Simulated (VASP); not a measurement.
# SrTiO3 (Tausonite) in VASP: single point with PBE+D3(BJ)

Aim: the single point of SrTiO3 (Tausonite) with PBE+D3(BJ).

All numbers are computed with VASP 6.6.1; they aren't measurements. Logs are shortened: lines on timing, memory, paths and dates and some standing lists are left out, and cuts for length are marked.

## 1. The cell of the first run

The cell holds a slab with vacuum, 20 atoms: a = 5.529 Å, b = 5.529 Å, c = 22.865 Å, α = 90.00°, β = 90.00°, γ = 90.00°.

## 2. Single point, PBE+D3(BJ)

The input, INCAR:

```
  PREC = Accurate
  ENCUT = 520
  EDIFF = 1E-6
  ISMEAR = 0
  SIGMA = 0.05
  LREAL = Auto
  LASPH = T
  NELM = 60
  ALGO = Normal
  ISIF = 2
  LWAVE = F
  LCHARG = F
  LDIPOL = T
  IDIPOL = 3
  DIPOL = 0.5 0.5 0.509
  GGA = PE
  IVDW = 12
  NBANDS = 96
```

The input, KPOINTS:

```
regular mesh
0
Gamma
  5 5 1
```

The input, POSCAR:

```
SrTiO3
1.0
    5.5293092380      0.0000000000      0.0000000000
    0.0000000000      5.5293092380      0.0000000000
    0.0000000000      0.0000000000     22.8647180862
Sr O Ti
4 12 4
Direct
    0.0000000000      0.5000000000      0.3717517954
    0.5000000000      0.0000000000      0.3717517954
    0.0000000000      0.5000000000      0.5504523678
    0.5000000000      0.0000000000      0.5504523678
    0.5000000000      0.5000000000      0.3717517954
    0.0000000000      0.0000000000      0.3717517954
    0.2500000000      0.7500000000      0.4572505985
    0.7500000000      0.2500000000      0.4572505985
    0.2500000000      0.2500000000      0.4572505985
    0.7500000000      0.7500000000      0.4572505985
    0.5000000000      0.5000000000      0.5447129549
    0.0000000000      0.0000000000      0.5447129549
    0.2500000000      0.7500000000      0.6292477748
    0.7500000000      0.2500000000      0.6292477748
    0.2500000000      0.2500000000      0.6292477748
    0.7500000000      0.7500000000      0.6292477748
    0.5000000000      0.5000000000      0.4572505985
    0.0000000000      0.0000000000      0.4572505985
    0.5000000000      0.5000000000      0.6253032870
    0.0000000000      0.0000000000      0.6253032870
```

Potentials or basis: VASP PAW PBE potentials, release 64 (Sr_sv, O, Ti_sv).

Started as:

```bash
$ cat potpaw_PBE.64/Sr_sv/POTCAR potpaw_PBE.64/O/POTCAR potpaw_PBE.64/Ti_sv/POTCAR > POTCAR
$ mpirun -np 1 vasp_std > vasp.out
```

OUTCAR:

```text
PREC = Accurate
   ENCUT = 520
   EDIFF = 1E-6
   ISMEAR = 0
   LREAL = Auto
   LASPH = T
   NELM = 60
   ISIF = 2
   GGA = PE
   IVDW = 12
 IVDW          = 12

 ion  position               nearest neighbor table
   1  0.000  0.500  0.372-   5 2.76   6 2.76   6 2.76   5 2.76   9 2.76  10 2.76   7 2.76   8 2.76
                            17 3.39  18 3.39  18 3.39  17 3.39   2 3.91   2 3.91   2 3.91   2 3.91
   2  0.500  0.000  0.372-   5 2.76   6 2.76   5 2.76   6 2.76   9 2.76  10 2.76   7 2.76   8 2.76
                            17 3.39  17 3.39  18 3.39  18 3.39   1 3.91   1 3.91   1 3.91   1 3.91
   3  0.000  0.500  0.550-  13 2.66  14 2.66  15 2.66  16 2.66  11 2.77  12 2.77  12 2.77  11 2.77
                             7 2.89   8 2.89   9 2.89  10 2.89  19 3.25  20 3.25  20 3.25  19 3.25
   4  0.500  0.000  0.550-  13 2.66  14 2.66  15 2.66  16 2.66  11 2.77  12 2.77  11 2.77  12 2.77
                             7 2.89   8 2.89   9 2.89  10 2.89  19 3.25  19 3.25  20 3.25  20 3.25
   5  0.500  0.500  0.372-  17 1.95   2 2.76   1 2.76   2 2.76   1 2.76
   6  0.000  0.000  0.372-  18 1.95   2 2.76   1 2.76   1 2.76   2 2.76
   7  0.250  0.750  0.457-  17 1.95  18 1.95   1 2.76   2 2.76   3 2.89   4 2.89
   8  0.750  0.250  0.457-  17 1.95  18 1.95   1 2.76   2 2.76   3 2.89   4 2.89
   9  0.250  0.250  0.457-  17 1.95  18 1.95   1 2.76   2 2.76   3 2.89   4 2.89
  10  0.750  0.750  0.457-  17 1.95  18 1.95   1 2.76   2 2.76   3 2.89   4 2.89
  11  0.500  0.500  0.545-  19 1.84  17 2.00   3 2.77   4 2.77   4 2.77   3 2.77
  12  0.000  0.000  0.545-  20 1.84  18 2.00   3 2.77   4 2.77   3 2.77   4 2.77
  13  0.250  0.750  0.629-  19 1.96  20 1.96   3 2.66   4 2.66
  14  0.750  0.250  0.629-  19 1.96  20 1.96   3 2.66   4 2.66
  15  0.250  0.250  0.629-  19 1.96  20 1.96   3 2.66   4 2.66
  16  0.750  0.750  0.629-  19 1.96  20 1.96   3 2.66   4 2.66
  17  0.500  0.500  0.457-   7 1.95   8 1.95   9 1.95  10 1.95   5 1.95  11 2.00   1 3.39   2 3.39
                             2 3.39   1 3.39   3 3.49   4 3.49   4 3.49   3 3.49
  18  0.000  0.000  0.457-   7 1.95   8 1.95   9 1.95  10 1.95   6 1.95  12 2.00   1 3.39   2 3.39
                             1 3.39   2 3.39   3 3.49   3 3.49   4 3.49   4 3.49
  19  0.500  0.500  0.625-  11 1.84  13 1.96  14 1.96  15 1.96  16 1.96   4 3.25   3 3.25   4 3.25
                             3 3.25
  20  0.000  0.000  0.625-  12 1.84  13 1.96  14 1.96  15 1.96  16 1.96   4 3.25   3 3.25   3 3.25
                             4 3.25

  LATTYP: Found a simple tetragonal cell.
 ALAT       =     5.5293092380
 C/A-ratio  =     4.1351852649

  Lattice vectors:

 A1 = (   5.5293092380,   0.0000000000,   0.0000000000)
 A2 = (   0.0000000000,   5.5293092380,   0.0000000000)
 A3 = (   0.0000000000,   0.0000000000,  22.8647180862)

Analysis of symmetry for initial positions (statically):
=====================================================================
 Subroutine PRICEL returns following result:

  LATTYP: Found a simple tetragonal cell.
 ALAT       =     3.9098120575
 C/A-ratio  =     5.8480350846

  Lattice vectors:

 A1 = (   2.7646546190,  -2.7646546190,   0.0000000000)
 A2 = (   2.7646546190,   2.7646546190,   0.0000000000)
 A3 = (   0.0000000000,   0.0000000000,  22.8647180862)

   2 primitive cells build up your supercell.

 Routine SETGRP: Setting up the symmetry group for a
 simple tetragonal supercell.

 Subroutine GETGRP returns: Found  8 space group operations
 (whereof  8 operations were pure point group operations)
 out of a pool of 16 trial point group operations.

The static configuration has the point symmetry C_4v.

Analysis of symmetry for dynamics (positions and initial velocities):
=====================================================================
 Subroutine PRICEL returns following result:

  LATTYP: Found a simple tetragonal cell.
 ALAT       =     3.9098120575
 C/A-ratio  =     5.8480350846

  Lattice vectors:

 A1 = (   2.7646546190,  -2.7646546190,   0.0000000000)
 A2 = (   2.7646546190,   2.7646546190,   0.0000000000)
 A3 = (   0.0000000000,   0.0000000000,  22.8647180862)

   2 primitive cells build up your supercell.

 Routine SETGRP: Setting up the symmetry group for a
 simple tetragonal supercell.

 Subroutine GETGRP returns: Found  8 space group operations
 (whereof  8 operations were pure point group operations)
 out of a pool of 16 trial point group operations.

The dynamic configuration has the point symmetry C_4v.

 Subroutine INISYM returns: Found  8 space group operations
 (whereof  8 operations are pure point group operations),
 and found     2 'primitive' translations
[... 52 lines left out ...]
     0.000000000  0.036170883  0.000000000     0.000000000  0.200000000  0.000000000
     0.000000000  0.000000000  0.043735505     0.000000000  0.000000000  1.000000000

  Length of vectors
     0.036170883  0.036170883  0.043735505

  Shift w.r.t. Gamma in fractional coordinates (k-lattice)
     0.000000000  0.000000000  0.000000000

 Subroutine IBZKPT returns following result:
 ===========================================

 Found      6 irreducible k-points:

 Following reciprocal coordinates:
            Coordinates               Weight
  0.000000  0.000000  0.000000      1.000000
  0.200000  0.000000  0.000000      4.000000
  0.400000  0.000000  0.000000      4.000000
  0.200000  0.200000  0.000000      4.000000
  0.400000  0.200000  0.000000      8.000000
  0.400000  0.400000  0.000000      4.000000
   k-points           NKPTS =      6   k-points in BZ     NKDIM =      6   number of bands    NBANDS=     96
   number of dos      NEDOS =    301   number of ions     NIONS =     20
   total plane-waves  NPLWV = 317520
   dimension x,y,z NGX =    42 NGY =   42 NGZ =  180
   dimension x,y,z NGXF=    84 NGYF=   84 NGZF=  360
   ions per type =               4  12   4
   NGX,Y,Z   is equivalent  to a cutoff of  12.63, 12.63, 13.09 a.u.
   NGXF,Y,Z  is equivalent  to a cutoff of  25.26, 25.26, 26.18 a.u.
 SYSTEM =  unknown system
   PREC   = accura    normal or accurate (medium, high low for compatibility)
   ISTART =      0    job   : 0-new  1-cont  2-samecut
   ICHARG =      2    charge: 1-file 2-atom 10-const
   ISPIN  =      1    spin polarized calculation?
   LNONCOLLINEAR =      F non collinear calculations
   LSORBIT =      F    spin-orbit coupling
   LASPH  =      T    aspherical Exc in radial PAW
   ENCUT  =  520.0 eV  38.22 Ry    6.18 a.u.  10.28 10.28 42.51*2*pi/ulx,y,z
   NELM   =     60;   NELMIN=  2; NELMDL= -5     # of ELM steps
   EDIFF  = 0.1E-05   stopping-criterion for ELM
   LREAL  =      T    real-space projection
   EDIFFG = 0.1E-04   stopping-criterion for IOM
   NSW    =      0    number of steps for IOM
   IBRION =     -1    ionic relax: 0-MD 1-quasi-New 2-CG
   NFREE  =      0    steps in history (QN), initial steepest desc. (CG)
   ISIF   =      2    stress and relaxation
   ISYM   =      2    0-nonsym 1-usesym 2-fastsym
   POTIM  = 0.5000    time-step for ionic-motion
   TEBEG  =    0.0;   TEEND  =   0.0 temperature during run
   PSTRESS=    0.0 pullay stress
   NELECT =     160.0000    total number of electrons
   NUPDOWN=      -1.0000    fix difference up-down
   EMIN   =  10.00;   EMAX   =-10.00  energy-range for DOS
   EFERMI =   0.00;   METHOD = LEGACY
   ISMEAR =     0;   SIGMA  =   0.05  broadening in eV -4-tet -1-fermi 0-gaus
   EFERMI_NEDOS =   21; number of points for ismear=-14 and -15
   IALGO  =     38    algorithm
   IMIX   =      4    mixing-type and parameters
     AMIX     =   0.40;   BMIX     =  1.00
     AMIX_MAG =   1.60;   BMIX_MAG =  1.00
  volume/ion in A,a.u.               =      34.95       235.87
  Fermi-wavevector in a.u.,A,eV,Ry     =   1.001411  1.892392 13.644244  1.002824
  Thomas-Fermi vector in A             =   2.133831
   LORBIT       =      0    0 simple, 1 ext, 2 COOP (PROOUT), +10 PAW based schemes
   GGA     = PE    functional components
   LHFCALC =     F    Hartree Fock is set to
   AEXX    =    0.0000 exact exchange contribution
   IVDW    =    12    specifies the selected vdW correction
   LEPSILON=     F    determine dielectric tensor
   LRPA    =     F    only Hartree local field effects (RPA)
 non-spin polarized calculation
 Gauss-broadening in eV      SIGMA  =   0.05
  energy-cutoff  :      520.00
  volume of cell :      699.05
 maximum number of plane-waves:     18855
 NGX is ok and might be reduce to    42
   NGX = 21   NGY = 21   NGZ = 85

 dipolmoment           0.000000      0.000000     -0.022832 electrons x Angstroem

 number of electron     159.9999962 magnetization

 dipolmoment           0.000000      0.000000      0.580448 electrons x Angstroem

 Free energy of the ion-electron system (eV)
  ---------------------------------------------------
  ext. energy  EPLUGINS =         0.00000000
  ---------------------------------------------------
  free energy    TOTEN  =      -156.34024036 eV

  energy without entropy =     -156.34024036  energy(sigma->0) =     -156.34024036

 E-fermi :  -0.3008     XC(G=0):  -4.5235

 val. band max:       -0.7043786018   @ k =   0.0000   0.0000   0.0000
 cond. band min:       0.2027765206   @ k =   0.0000   0.0000   0.0000
 fundamental gap:      0.9071551224
 Fermi energy:        -0.3007827889

 k-point     1 :       0.0000    0.0000    0.0000
  band No.  band energies     occupation
      1     -58.0307      2.00000
      2     -58.0278      2.00000
      3     -57.7741      2.00000
      4     -57.7713      2.00000
      5     -35.5485      2.00000
      6     -35.5126      2.00000
[... 559 lines left out ...]
     91       2.4336      0.00000
     92       2.5351      0.00000
 [bands above 92 left out]

------------------------ aborting loop because EDIFF is reached ----------------------------------------

 vacuum level on the upper side and lower side of the slab       (xc-potential included)         1.674        -1.685

 Edisp (eV)   -3.71173

 E8    (eV) :    -1.6729

  FORCE on cell =-STRESS in cart. coord.  units (eV):
  Direction    XX          YY          ZZ          XY          YZ          ZX
  --------------------------------------------------------------------------------------
  -------------------------------------------------------------------------------------
  Total      -8.89842    -8.89842    -2.42769     0.00000     0.00000     0.00000
  in kB     -20.39463   -20.39463    -5.56412     0.00000     0.00000     0.00000
  external pressure =      -15.45 kB  Pullay stress =        0.00 kB

 VOLUME and BASIS-vectors are now :
 -----------------------------------------------------------------------------
  energy-cutoff  :      520.00
  volume of cell :      699.05
      direct lattice vectors                 reciprocal lattice vectors
     5.529309238  0.000000000  0.000000000     0.180854417  0.000000000  0.000000000
     0.000000000  5.529309238  0.000000000     0.000000000  0.180854417  0.000000000
     0.000000000  0.000000000 22.864718086     0.000000000  0.000000000  0.043735505

 POSITION                                       TOTAL-FORCE (eV/Angst)
 -----------------------------------------------------------------------------------
      0.00000      2.76465      8.50000        -0.000000     -0.000000      1.599274
      2.76465      0.00000      8.50000        -0.000000     -0.000000      1.599274
      0.00000      2.76465     12.58594        -0.000000     -0.000000     -0.032161
      2.76465      0.00000     12.58594        -0.000000      0.000000     -0.032161
      2.76465      2.76465      8.50000        -0.000000     -0.000000     -0.852741
      0.00000      0.00000      8.50000         0.000000     -0.000000     -0.852741
[... 12 lines left out ...]
      2.76465      2.76465     14.29738        -0.000000      0.000000      0.093784
      0.00000      0.00000     14.29738        -0.000000     -0.000000      0.093784
 -----------------------------------------------------------------------------------
    total drift:                                0.000000      0.000000     -0.009653

  FREE ENERGIE OF THE ION-ELECTRON SYSTEM (eV)
  ---------------------------------------------------
  free  energy   TOTEN  =      -160.0519656492 eV

  energy  without entropy=     -160.0519656492  energy(sigma->0) =     -160.05196565

 vacuum level on the upper side and lower side of the slab         4.580         1.144
```

Run time: 13 min. Hardware: 1 thread of Intel Xeon 6975P-C (Granite Rapids), shared host; peak memory 0.78 GiB.

What came out:

| Quantity | Value |
| --- | --- |
| Free energy | -160.0520 eV |
| Largest force | 1.599 eV/Å |
| Band gap on the k mesh | 0.91 eV |
| Dispersion energy per atom | -0.186 eV |

Forces on the atoms (eV/Å):
```
Sr   0.000  0.000  1.599
Sr   0.000  0.000  1.599
Sr   0.000  0.000 -0.032
Sr   0.000  0.000 -0.032
O    0.000  0.000 -0.853
O    0.000  0.000 -0.853
O    0.000  0.000  0.061
O    0.000  0.000  0.061
O    0.000  0.000  0.061
O    0.000  0.000  0.061
O    0.000  0.000 -0.067
O    0.000  0.000 -0.067
O    0.000  0.000  0.042
O    0.000  0.000  0.042
O    0.000  0.000  0.042
O    0.000  0.000  0.042
Ti   0.000  0.000 -0.946
Ti   0.000  0.000 -0.946
Ti   0.000  0.000  0.094
Ti   0.000  0.000  0.094
```
